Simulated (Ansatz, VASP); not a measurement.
## La2FeCo2C: VASP beside Ansatz

```
La Co Fe C
1.0
    -2.03730    2.97381    4.47276
     4.07461    0.00000    0.00000
     2.03730    2.97381   -4.47276
La Co Fe C
2 2 1 1
Direct
  0.30654 0.80654 0.69346
  0.69346 0.19346 0.30654
  0.79647 0.50000 0.79647
  0.20353 0.50000 0.20353
  0.00000 0.00000 0.00000
  0.50000 0.50000 0.50000
```

Alike in both runs: functional PBE; k mesh 5 × 5 × 5; occupations gaussian, width 0.0121 eV; no spin polarisation.

Ansatz relaxed the structure, and its values are those at the end. VASP's run is a single point on that final structure, the one shown.

```csv
,VASP,Ansatz
version,VASP 6.6.1,Ansatz 0.2.0
potentials or method,"VASP PAW PBE potentials, release 64 (La, Co_sv, Fe_sv, C), cutoff 600 eV",PAW plane waves
valence electrons in the cell,76,76
```

Ansatz gave:

* gap on the k mesh at the Fermi level (eV): none
* pressure (GPa): 0.0
* rms of the force components (eV/Å): 0.001

Q: Estimate VASP's values.

A: gap on the k mesh at the Fermi level (eV): none; pressure (GPa): -1.2; rms of the force components (eV/Å): 0.008.

A gap of «none» marks a metal or a gap that the smearing closes.

Spin-orbit coupling is off throughout.
